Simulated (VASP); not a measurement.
# CdAg2 (Fd-3m) in VASP: a series of runs

Aim: see how the results for CdAg2 move with the level of theory and the settings. Levels: PBE, r2SCAN. Tasks: single point.

Program: VASP 6.6.1. These are calculated values, not measurements. Logs are shortened: lines on timing, memory, paths and dates and some standing lists are left out, and cuts for length are marked.

**1. The cell of the first run**

It takes space group Fd-3m (No. 227, cubic). Conventional cell: a = 7.861 Å, b = 7.861 Å, c = 7.861 Å, α = 90.00°, β = 90.00°, γ = 90.00°. Cd (site symmetry -43m) has 12 Ag at 3.26 Å and 4 Cd at 3.40 Å within 4.3 Å. Ag (site symmetry -3m) has 6 Ag at 2.78 Å and 6 Cd at 3.26 Å within 3.7 Å.

The cell was built from a structure type or drawn by symmetry, and may not be a known phase.

**2. Single point, PBE**

Input file INCAR:

```
SYSTEM = CdAg2
PREC = Accurate ; ENCUT = 520
EDIFF = 1E-6 ; ISMEAR = 0
SIGMA = 0.1 ; LREAL = .FALSE.
LASPH = .TRUE. ; NELM = 80
ALGO = Fast ; ISIF = 2
LWAVE = .FALSE. ; LCHARG = .TRUE.
GGA = PE ; LELF = .TRUE.
LVHAR = .TRUE. ; NBANDS = 43
```

Input file KPOINTS:

```
regular mesh
0
G
  8 8 8
  0 0 0
```

Input file POSCAR:

```
CdAg2
1.0
    0.0000000000      3.9307167436      3.9307167436
    3.9307167436      0.0000000000      3.9307167436
    3.9307167436      3.9307167436      0.0000000000
Cd Ag
2 4
Direct
    0.0000000000      0.0000000000      0.0000000000
    0.2500000000      0.2500000000      0.2500000000
    0.6250000000      0.6250000000      0.6250000000
    0.1250000000      0.6250000000      0.6250000000
    0.6250000000      0.6250000000      0.1250000000
    0.6250000000      0.1250000000      0.6250000000
```

Potentials or basis: VASP PAW PBE potentials, release 64 (Cd, Ag).

Command:

```bash
$ cat potpaw_PBE.64/Cd/POTCAR potpaw_PBE.64/Ag/POTCAR > POTCAR
$ mpirun -np 1 vasp_std > vasp.out
```

OUTCAR:

```text
SYSTEM = CdAg2
   PREC = Accurate
   ENCUT = 520
   EDIFF = 1E-6
   ISMEAR = 0
   LREAL = .FALSE.
   LASPH = .TRUE.
   NELM = 80
   ISIF = 2
   GGA = PE

 ion  position               nearest neighbor table
   1  0.000  0.000  0.000-   3 3.26   5 3.26   3 3.26   5 3.26   3 3.26   4 3.26   6 3.26   4 3.26
                             6 3.26   6 3.26   5 3.26   4 3.26   2 3.40   2 3.40   2 3.40   2 3.40
   2  0.250  0.250  0.250-   4 3.26   6 3.26   3 3.26   4 3.26   6 3.26   3 3.26   5 3.26   3 3.26
                             5 3.26   4 3.26   5 3.26   6 3.26   1 3.40   1 3.40   1 3.40   1 3.40
   3  0.625  0.625  0.625-   4 2.78   5 2.78   6 2.78   5 2.78   6 2.78   4 2.78   1 3.26   2 3.26
                             1 3.26   2 3.26   1 3.26   2 3.26
   4  0.125  0.625  0.625-   3 2.78   5 2.78   6 2.78   3 2.78   5 2.78   6 2.78   2 3.26   2 3.26
                             1 3.26   1 3.26   2 3.26   1 3.26
   5  0.625  0.625  0.125-   3 2.78   3 2.78   4 2.78   6 2.78   6 2.78   4 2.78   1 3.26   2 3.26
                             1 3.26   2 3.26   1 3.26   2 3.26
   6  0.625  0.125  0.625-   3 2.78   5 2.78   3 2.78   4 2.78   5 2.78   4 2.78   2 3.26   2 3.26
                             1 3.26   1 3.26   1 3.26   2 3.26

  LATTYP: Found a face centered cubic cell.
 ALAT       =     7.8614334872

  Lattice vectors:

 A1 = (   0.0000000000,   3.9307167436,   3.9307167436)
 A2 = (   3.9307167436,   0.0000000000,   3.9307167436)
 A3 = (   3.9307167436,   3.9307167436,   0.0000000000)

Analysis of symmetry for initial positions (statically):
=====================================================================
 Subroutine PRICEL returns:
 Original cell was already a primitive cell.

 Routine SETGRP: Setting up the symmetry group for a
 face centered cubic supercell.

 Subroutine GETGRP returns: Found 48 space group operations
 (whereof 24 operations were pure point group operations)
 out of a pool of 48 trial point group operations.

The static configuration has the point symmetry T_d .
 The point group associated with its full space group is O_h .

Analysis of symmetry for dynamics (positions and initial velocities):
=====================================================================
 Subroutine PRICEL returns:
 Original cell was already a primitive cell.

 Routine SETGRP: Setting up the symmetry group for a
 face centered cubic supercell.

 Subroutine GETGRP returns: Found 48 space group operations
 (whereof 24 operations were pure point group operations)
 out of a pool of 48 trial point group operations.

The dynamic configuration has the point symmetry T_d .
 The point group associated with its full space group is O_h .

 Subroutine INISYM returns: Found 48 space group operations
 (whereof 24 operations are pure point group operations),
 and found     1 'primitive' translations

----------------------------------------------------------------------------------------

                                     Primitive cell

  volume of cell :     121.4633

  direct lattice vectors                    reciprocal lattice vectors
     0.000000000  3.930716744  3.930716744    -0.127203264  0.127203264  0.127203264
     3.930716744  0.000000000  3.930716744     0.127203264 -0.127203264  0.127203264
     3.930716744  3.930716744  0.000000000     0.127203264  0.127203264 -0.127203264

  length of vectors
     5.558872929  5.558872929  5.558872929     0.220322516  0.220322516  0.220322516

  position of ions in fractional coordinates (direct lattice)
     0.000000000  0.000000000  0.000000000
     0.250000000  0.250000000  0.250000000
     0.625000000  0.625000000  0.625000000
     0.125000000  0.625000000  0.625000000
     0.625000000  0.625000000  0.125000000
     0.625000000  0.125000000  0.625000000

  ion indices of the primitive-cell ions
   primitive index   ion index
                 1           1
                 2           2
                 3           3
                 4           4
                 5           5
                 6           6

----------------------------------------------------------------------------------------

 KPOINTS: regular mesh

Automatic generation of k-mesh.
 Grid dimensions read from file:
 generate k-points for:    8    8    8

 Generating k-lattice:

  Cartesian coordinates                     Fractional coordinates (reciprocal lattice)
    -0.015900408  0.015900408  0.015900408     0.125000000  0.000000000  0.000000000
     0.015900408 -0.015900408  0.015900408     0.000000000  0.125000000  0.000000000
     0.015900408  0.015900408 -0.015900408     0.000000000  0.000000000  0.125000000

  Length of vectors
     0.027540315  0.027540315  0.027540315

  Shift w.r.t. Gamma in fractional coordinates (k-lattice)
     0.000000000  0.000000000  0.000000000

 Subroutine IBZKPT returns following result:
 ===========================================

 Found     29 irreducible k-points:

 Following reciprocal coordinates:
            Coordinates               Weight
  0.000000  0.000000  0.000000      1.000000
  0.125000  0.000000  0.000000      8.000000
  0.250000  0.000000  0.000000      8.000000
  0.375000  0.000000  0.000000      8.000000
  0.500000  0.000000  0.000000      4.000000
  0.125000  0.125000  0.000000      6.000000
[... 16 lines left out ...]
  0.500000  0.250000  0.125000     48.000000
 -0.375000  0.250000  0.125000     24.000000
 [... further k-points ...]
   k-points           NKPTS =     29   k-points in BZ     NKDIM =     29   number of bands    NBANDS=     43
   number of dos      NEDOS =    301   number of ions     NIONS =      6
   total plane-waves  NPLWV =  74088
   dimension x,y,z NGX =    42 NGY =   42 NGZ =   42
   dimension x,y,z NGXF=    84 NGYF=   84 NGZF=   84
   ions per type =               2   4
   NGX,Y,Z   is equivalent  to a cutoff of  12.56, 12.56, 12.56 a.u.
   NGXF,Y,Z  is equivalent  to a cutoff of  25.12, 25.12, 25.12 a.u.
 SYSTEM =  CdAg2
   PREC   = accura    normal or accurate (medium, high low for compatibility)
   ISTART =      0    job   : 0-new  1-cont  2-samecut
   ICHARG =      2    charge: 1-file 2-atom 10-const
   ISPIN  =      1    spin polarized calculation?
   LNONCOLLINEAR =      F non collinear calculations
   LSORBIT =      F    spin-orbit coupling
   LASPH  =      T    aspherical Exc in radial PAW
   ENCUT  =  520.0 eV  38.22 Ry    6.18 a.u.  10.34 10.34 10.34*2*pi/ulx,y,z
   NELM   =     80;   NELMIN=  2; NELMDL= -5     # of ELM steps
   EDIFF  = 0.1E-05   stopping-criterion for ELM
   LREAL  =      F    real-space projection
   EDIFFG = 0.1E-04   stopping-criterion for IOM
   NSW    =      0    number of steps for IOM
   IBRION =     -1    ionic relax: 0-MD 1-quasi-New 2-CG
   NFREE  =      0    steps in history (QN), initial steepest desc. (CG)
   ISIF   =      2    stress and relaxation
   ISYM   =      2    0-nonsym 1-usesym 2-fastsym
   POTIM  = 0.5000    time-step for ionic-motion
   TEBEG  =    0.0;   TEEND  =   0.0 temperature during run
   PSTRESS=    0.0 pullay stress
   NELECT =      68.0000    total number of electrons
   NUPDOWN=      -1.0000    fix difference up-down
   EMIN   =  10.00;   EMAX   =-10.00  energy-range for DOS
   EFERMI =   0.00;   METHOD = LEGACY
   ISMEAR =     0;   SIGMA  =   0.10  broadening in eV -4-tet -1-fermi 0-gaus
   EFERMI_NEDOS =   21; number of points for ismear=-14 and -15
   IALGO  =     68    algorithm
   IMIX   =      4    mixing-type and parameters
     AMIX     =   0.40;   BMIX     =  1.00
     AMIX_MAG =   1.60;   BMIX_MAG =  1.00
  volume/ion in A,a.u.               =      20.24       136.61
  Fermi-wavevector in a.u.,A,eV,Ry     =   1.349261  2.549734 24.769488  1.820506
  Thomas-Fermi vector in A             =   2.476863
   LORBIT       =      0    0 simple, 1 ext, 2 COOP (PROOUT), +10 PAW based schemes
   GGA     = PE    functional components
   LHFCALC =     F    Hartree Fock is set to
   AEXX    =    0.0000 exact exchange contribution
   IVDW    =     0    specifies the selected vdW correction
   LEPSILON=     F    determine dielectric tensor
   LRPA    =     F    only Hartree local field effects (RPA)
 non-spin polarized calculation
 RMM-DIIS sequential band-by-band and
 Gauss-broadening in eV      SIGMA  =   0.10
  energy-cutoff  :      520.00
  volume of cell :      121.46
 maximum number of plane-waves:      3294
 NGX is ok and might be reduce to    42
   NGX = 21   NGY = 21   NGZ = 21

 number of electron      68.0000004 magnetization

 Free energy of the ion-electron system (eV)
  ---------------------------------------------------
  ext. energy  EPLUGINS =         0.00000000
  ---------------------------------------------------
  free energy    TOTEN  =       -12.19953657 eV

  energy without entropy =      -12.18743285  energy(sigma->0) =      -12.19348471

 E-fermi :   5.4020     XC(G=0): -11.2476

 val. band max:        5.3661245504   @ k =  -0.3750   0.2500   0.0000
 cond. band min:       5.4057226788   @ k =   0.2500   0.0000   0.0000
 fundamental gap:      0.0395981284
 Fermi energy:         5.4019559811

 k-point     1 :       0.0000    0.0000    0.0000
  band No.  band energies     occupation
      1      -3.2835      2.00000
      2      -3.2835      2.00000
      3      -3.2835      2.00000
      4      -3.2678      2.00000
      5      -3.2678      2.00000
      6      -3.0132      2.00000
[... 35 lines left out ...]
     42       9.5142      0.00000
     43      10.9539      0.00000

 k-point     2 :       0.1250    0.0000    0.0000
  band No.  band energies     occupation
      1      -3.3081      2.00000
      2      -3.3081      2.00000
      3      -3.2734      2.00000
      4      -3.2394      2.00000
      5      -3.2394      2.00000
      6      -3.0329      2.00000
[... 35 lines left out ...]
     42       9.4845      0.00000
     43      11.5981      0.00000

 k-point     3 :       0.2500    0.0000    0.0000
  band No.  band energies     occupation
      1      -3.3204      2.00000
      2      -3.3204      2.00000
      3      -3.2669      2.00000
      4      -3.2218      2.00000
      5      -3.2218      2.00000
      6      -3.0624      2.00000
[... 35 lines left out ...]
     42      11.4226      0.00000
     43      13.1009      0.00000

 k-point     4 :       0.3750    0.0000    0.0000
  band No.  band energies     occupation
      1      -3.3077      2.00000
      2      -3.3077      2.00000
      3      -3.2899      2.00000
      4      -3.2375      2.00000
      5      -3.2375      2.00000
      6      -3.0618      2.00000
[... 863 lines left out ...]
     42      12.0214      0.00000
     43      12.1681      0.00000

 k-point    23 :       0.5000    0.2500    0.1250
  band No.  band energies     occupation
      1      -3.3476      2.00000
      2      -3.3185      2.00000
      3      -3.2605      2.00000
      4      -3.2397      2.00000
      5      -3.1769      2.00000
      6      -3.1259      2.00000
[... 35 lines left out ...]
     42      12.5363      0.00000
     43      13.2123      0.00000

 k-point    24 :      -0.3750    0.2500    0.1250
  band No.  band energies     occupation
      1      -3.3414      2.00000
      2      -3.3249      2.00000
      3      -3.2686      2.00000
      4      -3.2257      2.00000
      5      -3.1966      2.00000
      6      -3.1201      2.00000
[... 35 lines left out ...]
     42      12.3798      0.00000
     43      13.9298      0.00000

 [... further k-points ...]

------------------------ aborting loop because EDIFF is reached ----------------------------------------

  FORCE on cell =-STRESS in cart. coord.  units (eV):
  Direction    XX          YY          ZZ          XY          YZ          ZX
  --------------------------------------------------------------------------------------
  -------------------------------------------------------------------------------------
  Total        0.0322092      0.0322092      0.0322092      0.0000000     -0.0000000      0.0000000
  in kB        0.4248596      0.4248596      0.4248596      0.0000000     -0.0000000      0.0000000
  external PRESSURE =       0.4248596 kB  Pullay stress =       0.0000000 kB

 VOLUME and BASIS-vectors are now :
 -----------------------------------------------------------------------------
  energy-cutoff  :      520.00
  volume of cell :      121.46
      direct lattice vectors                 reciprocal lattice vectors
     0.000000000  3.930716744  3.930716744    -0.127203264  0.127203264  0.127203264
     3.930716744  0.000000000  3.930716744     0.127203264 -0.127203264  0.127203264
     3.930716744  3.930716744  0.000000000     0.127203264  0.127203264 -0.127203264

 POSITION                                       TOTAL-FORCE (eV/Angst)
 -----------------------------------------------------------------------------------
      0.00000      0.00000      0.00000        -0.000000      0.000000     -0.000000
      1.96536      1.96536      1.96536         0.000000     -0.000000      0.000000
      4.91340      4.91340      4.91340         0.000000      0.000000     -0.000000
      4.91340      2.94804      2.94804         0.000000      0.000000     -0.000000
      2.94804      2.94804      4.91340         0.000000      0.000000     -0.000000
      2.94804      4.91340      2.94804         0.000000      0.000000     -0.000000
 -----------------------------------------------------------------------------------
    total drift:                                0.000000      0.000000      0.000000

  FREE ENERGIE OF THE ION-ELECTRON SYSTEM (eV)
  ---------------------------------------------------
  free  energy   TOTEN  =       -12.1995365716 eV

  energy  without entropy=      -12.1874328515  energy(sigma->0) =      -12.19348471
```

Wall time 99 s (1 thread of Intel Xeon 6975P-C (Granite Rapids), shared host); peak memory 0.32 GiB.

Results:

| Quantity | Value |
| --- | --- |
| Free energy | -12.1995 eV |
| Pressure | 0.0 GPa |
| Band gap on the k mesh | zero (bands 34 and 35 overlap by 1.40 eV) |

**3. Single point, r2SCAN**

POSCAR is that of step 2.

Input file INCAR.step1:

```
SYSTEM = CdAg2
PREC = Accurate ; ENCUT = 520
ISMEAR = 0 ; SIGMA = 0.1
LREAL = .FALSE. ; LASPH = .TRUE.
NELM = 80 ; NBANDS = 43
GGA = PE ; ALGO = Normal
EDIFF = 1E-4 ; LWAVE = .TRUE.
LCHARG = .FALSE.
```

Input file INCAR.step2:

```
SYSTEM = CdAg2
PREC = Accurate ; ENCUT = 520
EDIFF = 1E-6 ; ISMEAR = 0
SIGMA = 0.1 ; LREAL = .FALSE.
LASPH = .TRUE. ; NELM = 80
ALGO = Normal ; ISIF = 2
LWAVE = .FALSE. ; LCHARG = .FALSE.
METAGGA = R2SCAN ; LMIXTAU = .TRUE.
NBANDS = 43 ; ISTART = 1
```

KPOINTS is that of step 2.

Potentials or basis: VASP PAW PBE potentials, release 64 (Cd, Ag).

Command:

```bash
$ cat potpaw_PBE.64/Cd/POTCAR potpaw_PBE.64/Ag/POTCAR > POTCAR
$ cp INCAR.step1 INCAR
$ mpirun -np 1 vasp_std > vasp.out
$ cp INCAR.step2 INCAR
$ mpirun -np 1 vasp_std > vasp.out
```

OUTCAR:

```text
SYSTEM = CdAg2
   PREC = Accurate
   ENCUT = 520
   EDIFF = 1E-6
   ISMEAR = 0
   LREAL = .FALSE.
   LASPH = .TRUE.
   NELM = 80
   ISIF = 2
   METAGGA = R2SCAN
   ISTART = 1

 ion  position               nearest neighbor table
   1  0.000  0.000  0.000-   3 3.26   5 3.26   3 3.26   5 3.26   3 3.26   4 3.26   6 3.26   4 3.26
                             6 3.26   6 3.26   5 3.26   4 3.26   2 3.40   2 3.40   2 3.40   2 3.40
   2  0.250  0.250  0.250-   4 3.26   6 3.26   3 3.26   4 3.26   6 3.26   3 3.26   5 3.26   3 3.26
                             5 3.26   4 3.26   5 3.26   6 3.26   1 3.40   1 3.40   1 3.40   1 3.40
[... 1322 lines left out ...]
  Total       -1.8630463     -1.8630463     -1.8630463      0.0000000     -0.0000000      0.0000000
  in kB      -24.5747426    -24.5747426    -24.5747426      0.0000000     -0.0000000      0.0000000
  external PRESSURE =     -24.5747426 kB  Pullay stress =       0.0000000 kB

 VOLUME and BASIS-vectors are now :
 -----------------------------------------------------------------------------
  energy-cutoff  :      520.00
  volume of cell :      121.46
      direct lattice vectors                 reciprocal lattice vectors
     0.000000000  3.930716744  3.930716744    -0.127203264  0.127203264  0.127203264
     3.930716744  0.000000000  3.930716744     0.127203264 -0.127203264  0.127203264
     3.930716744  3.930716744  0.000000000     0.127203264  0.127203264 -0.127203264

 POSITION                                       TOTAL-FORCE (eV/Angst)
 -----------------------------------------------------------------------------------
      0.00000      0.00000      0.00000         0.000000      0.000000      0.000000
      1.96536      1.96536      1.96536        -0.000000     -0.000000     -0.000000
      4.91340      4.91340      4.91340        -0.000000     -0.000000      0.000000
      4.91340      2.94804      2.94804        -0.000000     -0.000000      0.000000
      2.94804      2.94804      4.91340        -0.000000     -0.000000      0.000000
      2.94804      4.91340      2.94804        -0.000000     -0.000000      0.000000
 -----------------------------------------------------------------------------------
    total drift:                                0.000000      0.000000      0.000000

  FREE ENERGIE OF THE ION-ELECTRON SYSTEM (eV)
  ---------------------------------------------------
  free  energy   TOTEN  =      -125.3154636357 eV

  energy  without entropy=     -125.3039629479  energy(sigma->0) =     -125.30971329
```

Wall time 4.2 min (1 thread of Intel Xeon 6975P-C (Granite Rapids), shared host); peak memory 0.36 GiB.

What came out:

| Property | Result |
| --- | --- |
| Free energy | -125.3155 eV |
| Pressure | -2.5 GPa |
| Band gap on the k mesh | zero (bands 34 and 35 overlap by 1.50 eV) |

Levels at points of the mesh, in eV from the Fermi level:
```csv
k point,band 32,band 33,band 34,band 35,band 36,band 37
"(0.00, 0.00, 0.00)",-0.24,0.79,0.79,0.79,2.02,2.48
"(0.50, 0.00, 0.00)",-2.88,0.03,0.50,0.50,0.98,2.28
"(0.50, 0.50, 0.00)",-3.91,-1.09,-1.09,-0.70,-0.70,6.39
```

Caveat: the PAW data sets were made with another functional, which shifts forces and pressure a little.
